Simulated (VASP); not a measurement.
Wanted: the native input for a VASP 6.6.1 run.

```
Task                   : single point
Functional             : PBE
Potentials or basis    : VASP PAW PBE potentials, release 64 (Ba_sv, Sn_d)
Cutoff                 : 520 eV
k mesh                 : 8 × 8 × 8
Occupations            : gaussian, width 0.1 eV
Spin                   : no spin polarisation
Dipole correction      : no
Further INCAR settings : ALGO = Fast; EDIFF = 1e-06; NBANDS = 30
```

The structure of Ba3Sn lies in POSCAR:

```
Ba3Sn
1.0
    5.5844720285      0.0000000000      0.0000000000
    0.0000000000      5.5844720285      0.0000000000
    0.0000000000      0.0000000000      5.5844720285
Ba Sn
3 1
Direct
    0.0000000000      0.5000000000      0.5000000000
    0.5000000000      0.0000000000      0.5000000000
    0.5000000000      0.5000000000      0.0000000000
    0.0000000000      0.0000000000      0.0000000000
```

The input as run:

INCAR

```
SYSTEM = Ba3Sn
PREC = Accurate ; ENCUT = 520
EDIFF = 1E-6 ; ISMEAR = 0
SIGMA = 0.1 ; LREAL = .False.
LASPH = .True. ; NELM = 100
ALGO = Fast ; ISIF = 2
LWAVE = .False. ; LCHARG = .False.
GGA = PE ; NBANDS = 30
```

KPOINTS

```
regular mesh
0
Gamma
  8 8 8
  0 0 0
```

Potentials or basis: VASP PAW PBE potentials, release 64 (Ba_sv, Sn_d).

The run is started by

```sh
$ cat potpaw_PBE.64/Ba_sv/POTCAR potpaw_PBE.64/Sn_d/POTCAR > POTCAR
$ mpirun -np 1 vasp_std > vasp.out
```

Results of the run:

```
Pressure               : 0.3 GPa
Band gap on the k mesh : zero (bands 22 and 23 overlap by 0.79 eV)
```

Caveat: spin-orbit coupling is left out, which moves the levels of the heavy elements.

It took 6.3 min on 1 thread of Intel(R) Xeon(R) Platinum 8259CL CPU @ 2.50GHz (Skylake/Cascade Lake), on a shared host, peak memory 0.36 GiB.
